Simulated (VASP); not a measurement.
# Si5O (P-62m) in VASP: a series of runs

Runs on Si5O. Level: PBE. Tasks: single point, relaxation of cell and atoms.

All numbers are computed with VASP 6.6.1; they aren't measurements. Logs are shortened: lines on timing, memory, paths and dates and some standing lists are left out, and cuts for length are marked.

### 1 The cell of the first run

The structure is hexagonal, space group P-62m (No. 189). The conventional cell has a = 6.684 Å, b = 6.684 Å, c = 2.560 Å, α = 90.00°, β = 90.00°, γ = 120.00°. Within 2.6 Å of Si (site symmetry m2m) lie 1 O at 1.85 Å and 4 Si at 2.44 to 2.56 Å. Si (site symmetry -6) has 5 Si at 2.44 to 2.56 Å within 3.2 Å. Within 2.6 Å of O (site symmetry -62m) lie 3 Si at 1.85 Å and 2 O at 2.56 Å.

The cell was generated, and may not be a known phase.

### 2 Single point, PBE

Input file INCAR:

```
ALGO = Normal
EDIFF = 1E-7
ENCUT = 520
GGA = PE
ISIF = 2
ISMEAR = 0
LASPH = True
LCHARG = False
LREAL = False
LWAVE = False
NBANDS = 22
NELM = 60
PREC = Accurate
SIGMA = 0.1
```

Input file KPOINTS:

```
k-points
0
Gamma
  3 3 8
```

Input file POSCAR:

```
Si5O
1.0
    6.6839565968      0.0000000000      0.0000000000
   -3.3419782984      5.7884762106      0.0000000000
    0.0000000000      0.0000000000      2.5596212250
Si O
5 1
Direct
    0.7236052957      0.0000000000      0.0000000000
    0.0000000000      0.7236052957      0.0000000000
    0.2763947043      0.2763947043      0.0000000000
    0.3333333333      0.6666666667      0.0000000000
    0.6666666667      0.3333333333      0.0000000000
    0.0000000000      0.0000000000      0.0000000000
```

Potentials or basis: VASP PAW PBE potentials, release 64 (Si, O).

The run is started by

```
> cat potpaw_PBE.64/Si/POTCAR potpaw_PBE.64/O/POTCAR > POTCAR
> mpirun -np 1 vasp_std > vasp.out
```

OUTCAR:

```text
EDIFF = 1E-7
   ENCUT = 520
   GGA = PE
   ISIF = 2
   ISMEAR = 0
   LASPH = True
   LREAL = False
   NELM = 60
   PREC = Accurate

 ion  position               nearest neighbor table
   1  0.724  0.000  0.000-   6 1.85   5 2.44   4 2.44
   2  0.000  0.724  0.000-   6 1.85   4 2.44   5 2.44
   3  0.276  0.276  0.000-   6 1.85   4 2.44   5 2.44
   4  0.333  0.667  0.000-   2 2.44   1 2.44   3 2.44
   5  0.667  0.333  0.000-   1 2.44   2 2.44   3 2.44
   6  0.000  0.000  0.000-   2 1.85   3 1.85   1 1.85

  LATTYP: Found a hexagonal cell.
 ALAT       =     6.6839565968
 C/A-ratio  =     0.3829500069

  Lattice vectors:

 A1 = (   6.6839565968,   0.0000000000,   0.0000000000)
 A2 = (  -3.3419782984,   5.7884762106,   0.0000000000)
 A3 = (   0.0000000000,   0.0000000000,   2.5596212250)

Analysis of symmetry for initial positions (statically):
=====================================================================
 Subroutine PRICEL returns:
 Original cell was already a primitive cell.

 Routine SETGRP: Setting up the symmetry group for a
 hexagonal supercell.

 Subroutine GETGRP returns: Found 12 space group operations
 (whereof 12 operations were pure point group operations)
 out of a pool of 24 trial point group operations.

The static configuration has the point symmetry D_3h.

Analysis of symmetry for dynamics (positions and initial velocities):
=====================================================================
 Subroutine PRICEL returns:
 Original cell was already a primitive cell.

 Routine SETGRP: Setting up the symmetry group for a
 hexagonal supercell.

 Subroutine GETGRP returns: Found 12 space group operations
 (whereof 12 operations were pure point group operations)
 out of a pool of 24 trial point group operations.

The dynamic configuration has the point symmetry D_3h.

 Subroutine INISYM returns: Found 12 space group operations
 (whereof 12 operations are pure point group operations),
 and found     1 'primitive' translations

----------------------------------------------------------------------------------------

                                     Primitive cell

[... 85 lines left out ...]
   LASPH  =      T    aspherical Exc in radial PAW
   ENCUT  =  520.0 eV  38.22 Ry    6.18 a.u.  12.43 12.43  4.76*2*pi/ulx,y,z
   NELM   =     60;   NELMIN=  2; NELMDL= -5     # of ELM steps
   EDIFF  = 0.1E-06   stopping-criterion for ELM
   LREAL  =      F    real-space projection
   EDIFFG = 0.1E-05   stopping-criterion for IOM
   NSW    =      0    number of steps for IOM
   IBRION =     -1    ionic relax: 0-MD 1-quasi-New 2-CG
   NFREE  =      0    steps in history (QN), initial steepest desc. (CG)
   ISIF   =      2    stress and relaxation
   ISYM   =      2    0-nonsym 1-usesym 2-fastsym
   POTIM  = 0.5000    time-step for ionic-motion
   TEBEG  =    0.0;   TEEND  =   0.0 temperature during run
   PSTRESS=    0.0 pullay stress
   NELECT =      26.0000    total number of electrons
   NUPDOWN=      -1.0000    fix difference up-down
   EMIN   =  10.00;   EMAX   =-10.00  energy-range for DOS
   EFERMI =   0.00;   METHOD = LEGACY
   ISMEAR =     0;   SIGMA  =   0.10  broadening in eV -4-tet -1-fermi 0-gaus
   EFERMI_NEDOS =   21; number of points for ismear=-14 and -15
   IALGO  =     38    algorithm
   IMIX   =      4    mixing-type and parameters
     AMIX     =   0.40;   BMIX     =  1.00
     AMIX_MAG =   1.60;   BMIX_MAG =  1.00
  volume/ion in A,a.u.               =      16.51       111.38
  Fermi-wavevector in a.u.,A,eV,Ry     =   1.048274  1.980950 14.951144  1.098878
  Thomas-Fermi vector in A             =   2.183189
   LORBIT       =      0    0 simple, 1 ext, 2 COOP (PROOUT), +10 PAW based schemes
   GGA     = PE    functional components
   LHFCALC =     F    Hartree Fock is set to
   AEXX    =    0.0000 exact exchange contribution
   IVDW    =     0    specifies the selected vdW correction
   LEPSILON=     F    determine dielectric tensor
   LRPA    =     F    only Hartree local field effects (RPA)
 non-spin polarized calculation
 Gauss-broadening in eV      SIGMA  =   0.10
  energy-cutoff  :      520.00
  volume of cell :       99.03
 maximum number of plane-waves:      2691
 NGX is ok and might be reduce to    50
   NGX = 25   NGY = 25   NGZ =  9

 number of electron      26.0000002 magnetization

 Free energy of the ion-electron system (eV)
  ---------------------------------------------------
  ext. energy  EPLUGINS =         0.00000000
  ---------------------------------------------------
  free energy    TOTEN  =       -32.29292893 eV

  energy without entropy =      -32.27278497  energy(sigma->0) =      -32.28285695

 E-fermi :   6.8788     XC(G=0): -10.0270

 val. band max:        6.8583407292   @ k =   0.3333  -0.0000   0.2500
 cond. band min:       6.9121912180   @ k =   0.3333  -0.0000   0.0000
 fundamental gap:      0.0538504888
 Fermi energy:         6.8787979394

 k-point     1 :       0.0000    0.0000    0.0000
  band No.  band energies     occupation
      1     -14.6859      2.00000
      2      -4.9487      2.00000
      3      -3.7881      2.00000
      4      -3.7881      2.00000
      5      -2.5450      2.00000
      6      -0.3182      2.00000
[... 364 lines left out ...]
     21      11.5983      0.00000
     22      11.7707      0.00000

------------------------ aborting loop because EDIFF is reached ----------------------------------------

  FORCE on cell =-STRESS in cart. coord.  units (eV):
  Direction    XX          YY          ZZ          XY          YZ          ZX
  --------------------------------------------------------------------------------------
  -------------------------------------------------------------------------------------
  Total        0.0728899      0.0728899      0.1547180      0.0000000     -0.0000000      0.0000000
  in kB        1.1792455      1.1792455      2.5030977      0.0000000     -0.0000000      0.0000000
  external PRESSURE =       1.6205295 kB  Pullay stress =       0.0000000 kB

 VOLUME and BASIS-vectors are now :
 -----------------------------------------------------------------------------
  energy-cutoff  :      520.00
  volume of cell :       99.03
      direct lattice vectors                 reciprocal lattice vectors
     6.683956597  0.000000000  0.000000000     0.149611983  0.086378519  0.000000000
    -3.341978298  5.788476211  0.000000000     0.000000000  0.172757037  0.000000000
     0.000000000  0.000000000  2.559621225     0.000000000  0.000000000  0.390682805

 POSITION                                       TOTAL-FORCE (eV/Angst)
 -----------------------------------------------------------------------------------
      4.83655      0.00000      0.00000        -0.025906     -0.000000      0.000000
     -2.41827      4.18857      0.00000         0.012953     -0.022435      0.000000
      0.92371      1.59990      0.00000         0.012953      0.022435      0.000000
     -0.00000      3.85898      0.00000         0.000000     -0.000000      0.000000
      3.34198      1.92949      0.00000         0.000000     -0.000000      0.000000
      0.00000      0.00000      0.00000         0.000000     -0.000000      0.000000
 -----------------------------------------------------------------------------------
    total drift:                               -0.000003     -0.000006      0.000001

  FREE ENERGIE OF THE ION-ELECTRON SYSTEM (eV)
  ---------------------------------------------------
  free  energy   TOTEN  =       -32.2929289312 eV

  energy  without entropy=      -32.2727849736  energy(sigma->0) =      -32.28285695
```

OSZICAR:

```text
N       E                     dE             d eps       ncg     rms          rms(c)
DAV:   1     0.616734557007E+02    0.61673E+02   -0.10425E+04   660   0.100E+03
DAV:   2    -0.276958371401E+02   -0.89369E+02   -0.85212E+02   854   0.159E+02
DAV:   3    -0.334945517218E+02   -0.57987E+01   -0.57256E+01   848   0.389E+01
DAV:   4    -0.335632919038E+02   -0.68740E-01   -0.68539E-01   828   0.481E+00
DAV:   5    -0.335642000881E+02   -0.90818E-03   -0.90793E-03   852   0.548E-01    0.948E+00
DAV:   6    -0.324018761190E+02    0.11623E+01   -0.50531E+00   798   0.162E+01    0.511E+00
DAV:   7    -0.323132219072E+02    0.88654E-01   -0.65019E-01   796   0.575E+00    0.265E+00
DAV:   8    -0.322987550200E+02    0.14467E-01   -0.21304E-01   864   0.268E+00    0.725E-01
DAV:   9    -0.322922812566E+02    0.64738E-02   -0.37309E-02   918   0.155E+00    0.220E-01
DAV:  10    -0.322928098455E+02   -0.52859E-03   -0.63482E-03   786   0.513E-01    0.104E-01
DAV:  11    -0.322929358340E+02   -0.12599E-03   -0.80840E-04   810   0.152E-01    0.489E-02
DAV:  12    -0.322929411136E+02   -0.52797E-05   -0.29406E-04   842   0.117E-01    0.287E-02
DAV:  13    -0.322929274689E+02    0.13645E-04   -0.62737E-05   884   0.632E-02    0.582E-03
DAV:  14    -0.322929288432E+02   -0.13742E-05   -0.13601E-05   774   0.198E-02    0.234E-03
DAV:  15    -0.322929290508E+02   -0.20767E-06   -0.91235E-07   842   0.649E-03    0.223E-03
DAV:  16    -0.322929289361E+02    0.11470E-06   -0.33014E-07   648   0.427E-03    0.403E-04
DAV:  17    -0.322929289312E+02    0.49167E-08   -0.10025E-07   484   0.181E-03
   1 F= -.32292929E+02 E0= -.32282857E+02  d E =-.201440E-01
```

stdout:

```text
POSCAR found type information on POSCAR SiO
 POSCAR found :  2 types and       6 ions
 scaLAPACK will be used
 LDA part: xc-table for (Slater+PW92), standard interpolation
 POSCAR, INCAR and KPOINTS ok, starting setup
 FFT: planning ... GRIDC
 FFT: planning ... GRID_SOFT
 FFT: planning ... GRID
 WAVECAR not read
 entering main loop
```

Wall time 17 s (1 thread of Intel Xeon 6975P-C (Granite Rapids), shared host); peak memory 0.21 GiB.

Results:

| Item | Value |
| --- | --- |
| Free energy | -32.2929 eV |
| Pressure | 0.2 GPa |
| Largest force | 0.026 eV/Å |
| Band gap on the k mesh | zero (bands 13 and 14 overlap by 2.54 eV) |

Forces in eV/Å, atoms in the order of the input:
```
Si  -0.026  0.000  0.000
Si   0.013 -0.022  0.000
Si   0.013  0.022  0.000
Si   0.000  0.000  0.000
Si   0.000  0.000  0.000
O    0.000  0.000  0.000
```

Caveat: the k points lie up to 0.36 Å⁻¹ apart, too coarse for converged energies and pressures of a metal.

### 3 Single point, PBE

This run uses another cell than the first one, of 15.54 Å³/atom.

Input file INCAR:

```
SYSTEM = Si5O
PREC = Accurate
ENCUT = 520
EDIFF = 1E-6
ISMEAR = 0
SIGMA = 0.1
LREAL = .False.
LASPH = .True.
NELM = 60
ALGO = Normal
ISIF = 2
LWAVE = .False.
LCHARG = .False.
GGA = PE
NBANDS = 22
```

Input file KPOINTS:

```
Automatic mesh
0
Gamma
  6 6 4
  0 0 0
```

Input file POSCAR:

```
Si5O
1.0
    4.6828033400      0.0000000000      0.0000000000
   -2.3414016700      4.0554266600      0.0000000000
    0.0000000000      0.0000000000      4.9093602700
Si O
5 1
Direct
    0.6929031400      0.0000000000      0.0000000000
    0.0000000000      0.6929031400      0.0000000000
    0.3070968600      0.3070968600      0.0000000000
    0.3333333300      0.6666666700      0.0000000000
    0.6666666700      0.3333333300      0.0000000000
    0.0000000000      0.0000000000      0.0000000000
```

Potentials or basis: VASP PAW PBE potentials, release 64 (Si, O).

The run is started by

```
> cat potpaw_PBE.64/Si/POTCAR potpaw_PBE.64/O/POTCAR > POTCAR
> mpirun -np 1 vasp_std > vasp.out
```

Wall time 21 s (1 thread of Intel Xeon 6975P-C (Granite Rapids), shared host); peak memory 0.21 GiB.

The run converged. Its results:

```
Free energy            : 13.1116 eV
Pressure               : 205.8 GPa
Largest force          : 13.671 eV/Å
Band gap on the k mesh : zero (bands 13 and 14 overlap by 0.92 eV)
```

Forces on the atoms (eV/Å):
```
Si   13.671   0.000   0.000
Si   -6.836  11.840   0.000
Si   -6.836 -11.840   0.000
Si    0.000   0.000   0.000
Si    0.000   0.000   0.000
O     0.000   0.000   0.000
```

Stress tensor (GPa, compression positive):
```
309.03   0.00   0.00
  0.00 309.03   0.00
  0.00   0.00  -0.77
```

Levels at points of the mesh, in eV from the Fermi level:
| k point | band 9 | band 10 | band 11 | band 12 | band 13 | band 14 | band 15 | band 16 | band 17 | band 18 |
| --- | --- | --- | --- | --- | --- | --- | --- | --- | --- | --- |
| (0.00, 0.00, 0.00) | -4.97 | -3.52 | -3.52 | 0.05 | 0.37 | 0.37 | 0.48 | 3.14 | 3.14 | 4.33 |
| (0.50, 0.00, 0.00) | -4.81 | -2.98 | -2.96 | -2.11 | -0.54 | 0.66 | 1.16 | 2.44 | 2.81 | 3.19 |
| (0.00, 0.00, 0.50) | -5.47 | -3.48 | -3.48 | 0.02 | 0.02 | 0.14 | 2.66 | 2.66 | 3.20 | 4.38 |
| (0.50, 0.00, 0.50) | -5.27 | -3.43 | -2.93 | -2.09 | -0.97 | 0.87 | 1.49 | 2.02 | 5.35 | 6.02 |

Caveat: the stress differs along the axes, from -1 to 309 GPa; forces of over 1 eV/Å act on the atoms, so gaps and moduli don't describe the material at rest.

### 4 Single point, PBE

This run uses another cell than the first one, of 16.84 Å³/atom.

Edit INCAR of step 3 so:

```diff
@@ -3,3 +3,3 @@
 ENCUT = 520
-EDIFF = 1E-6
+EDIFF = 1E-7
 ISMEAR = 0
@@ -8,3 +8,3 @@
 LASPH = .True.
-NELM = 60
+NELM = 100
 ALGO = Normal
```

KPOINTS is that of step 3.

Input file POSCAR:

```
Si5O
1.0
    6.8971113761      0.0000000000      0.0000000000
   -3.4485556880      5.9730736644      0.0000000000
    0.0000000000      0.0000000000      2.4532682620
Si O
5 1
Direct
    0.7314759625      0.0000000000      0.0000000000
    0.0000000000      0.7314759625      0.0000000000
    0.2685240375      0.2685240375      0.0000000000
    0.3333333333      0.6666666667      0.0000000000
    0.6666666667      0.3333333333      0.0000000000
    0.0000000000      0.0000000000      0.0000000000
```

The run is started by

```
> cat potpaw_PBE.64/Si/POTCAR potpaw_PBE.64/O/POTCAR > POTCAR
> mpirun -np 1 vasp_std > vasp.out
```

Wall time 24 s (1 thread of Intel Xeon 6975P-C (Granite Rapids), shared host); peak memory 0.21 GiB.

It converged, with:

```
Free energy            : -32.1713 eV
Pressure               : 0.1 GPa
Largest force          : 0.029 eV/Å
Band gap on the k mesh : zero (bands 13 and 14 overlap by 2.13 eV)
```

Forces on the atoms (eV/Å):
```
Si  -0.029  0.000  0.000
Si   0.014 -0.025  0.000
Si   0.014  0.025  0.000
Si   0.000  0.000  0.000
Si   0.000  0.000  0.000
O    0.000  0.000  0.000
```

Stress tensor (GPa, compression positive):
```
 0.34  0.00  0.00
 0.00  0.34  0.00
 0.00  0.00 -0.47
```

Levels at points of the mesh, in eV from the Fermi level:
| k point | band 11 | band 12 | band 13 | band 14 | band 15 | band 16 |
| --- | --- | --- | --- | --- | --- | --- |
| (0.00, 0.00, 0.00) | -2.41 | 0.22 | 0.22 | 1.75 | 1.75 | 1.80 |
| (0.50, 0.00, 0.00) | -2.41 | -1.50 | -1.40 | -0.25 | 1.56 | 2.75 |
| (0.00, 0.00, 0.50) | -3.24 | -3.24 | -0.39 | -0.39 | -0.34 | 1.40 |
| (0.50, 0.00, 0.50) | -2.21 | -2.00 | -1.88 | -1.05 | 0.05 | 2.75 |

Caveat: the k points lie up to 0.64 Å⁻¹ apart, too coarse for converged energies and pressures of a metal.

### 5 Relaxation of cell and atoms, PBE

This run uses another cell than the first one, of 16.84 Å³/atom.

Input file INCAR:

```
SYSTEM = Si5O
PREC = Accurate
ENCUT = 600
EDIFF = 1E-6
ISMEAR = 0
SIGMA = 0.1
LREAL = .False.
LASPH = .True.
NELM = 100
ALGO = Normal
ISIF = 3
LWAVE = .False.
LCHARG = .False.
GGA = PE
IBRION = 2
NSW = 90
EDIFFG = -0.04
```

Input file KPOINTS:

```
regular mesh
0
Gamma
  3 3 8
  0 0 0
```

POSCAR is that of step 4.

The run is started by

```
> cat potpaw_PBE.64/Si/POTCAR potpaw_PBE.64/O/POTCAR > POTCAR
> mpirun -np 1 vasp_std > vasp.out
```

Run time: 66 s. Hardware: 1 thread of Intel Xeon 6975P-C (Granite Rapids), shared host; peak memory 0.24 GiB.

Results (log left out):

```yaml
Free_energy: -32.2974 eV
Relaxed_volume: 16.55 Å³/atom
Relaxed_cell: a = 6.689 Å, b = 6.689 Å, c = 2.564 Å, α = 90.00°, β = 90.00°, γ = 120.00°
Space_group_after_relaxing_to_0.1_Å: P-62m (No. 189)
Energy_gained_by_relaxing: 44.3 meV/atom
Ionic_steps: 8
Pressure_after_relaxing: -0.2 GPa
Largest_force_after_relaxing: 0.036 eV/Å
Band_gap_on_the_k_mesh: zero (bands 13 and 14 overlap by 2.53 eV)
```

Forces on the atoms (eV/Å):
```
Si   0.036  0.000  0.000
Si  -0.018  0.032  0.000
Si  -0.018 -0.032  0.000
Si   0.000  0.000  0.000
Si   0.000  0.000  0.000
O    0.000  0.000  0.000
```

Stress tensor (GPa, compression positive):
```
-0.23  0.00  0.00
 0.00 -0.23  0.00
 0.00  0.00 -0.13
```

The path:
```
step  energy change (eV)  largest force (eV/Å)  pressure (GPa)  volume (Å³)
   1              0.0000                0.3232            0.10       101.07
   2             -0.2248                0.5178           -1.18       101.09
   3             -0.2285                0.5299           -1.21       101.08
   4             -0.2288                0.5358           -1.20       101.08
   5             -0.2638                0.1446            0.05        99.22
   6             -0.2648                0.0661            0.29        98.86
   7             -0.2648                0.0563            0.34        98.82
   8             -0.2656                0.0364           -0.20        99.33
```

Final structure:
```
Si O
1.0
     6.68883    0.00000    0.00000
    -3.34441    5.79269    0.00000
     0.00000    0.00000    2.56351
Si O
5 1
Direct
  0.72311 0.00000 0.00000
  0.00000 0.72311 0.00000
  0.27689 0.27689 0.00000
  0.33333 0.66667 0.00000
  0.66667 0.33333 0.00000
  0.00000 0.00000 0.00000
```

Levels at points of the mesh, in eV from the Fermi level:
```csv
k point,band 9,band 10,band 11,band 12,band 13,band 14,band 15,band 16,band 17
"(0.00, 0.00, 0.00)",-4.13,-4.13,-3.10,0.74,0.74,2.43,2.43,2.47,3.13
"(0.00, 0.00, 0.50)",-3.86,-3.37,-3.37,-3.36,-0.91,-0.91,0.50,1.57,2.25
```

### 6 Overview

```csv
task,cell,k mesh,cutoff (eV),gap on the mesh (eV),pressure (GPa),largest force (eV/Å)
single point,"a = 6.684, b = 6.684, c = 2.560 Å, angles 90.0, 90.0, 120.0°, 6 atoms, atomic positions A",3 × 3 × 8,520,none,0.2,0.03
single point,"a = 4.683, b = 4.683, c = 4.909 Å, angles 90.0, 90.0, 120.0°, 6 atoms, atomic positions B",6 × 6 × 4,520,none,205.8,13.67
single point,"a = 6.897, b = 6.897, c = 2.453 Å, angles 90.0, 90.0, 120.0°, 6 atoms, atomic positions C",6 × 6 × 4,520,none,0.1,0.03
relaxation of cell and atoms,"relaxed from a = 6.897, b = 6.897, c = 2.453 Å, angles 90.0, 90.0, 120.0°, 6 atoms, atomic positions C",3 × 3 × 8,600,none,-0.2,0.04
```

Alike in all rows: level PBE; potentials or basis VASP PAW PBE potentials, release 64 (Si, O); no spin polarisation; smearing gaussian 0.1 eV.

Caveats: some runs use coarse meshes; the stress differs along the axes, from -1 to 309 GPa (at least some runs); forces of over 1 eV/Å act on the atoms, so gaps and moduli don't describe the material at rest (at least some runs).

Total energies depend on the potentials used, so only differences within one code and one set of settings carry meaning.

The gap in the log of VASP goes by the Fermi energy; the results here count the filled bands.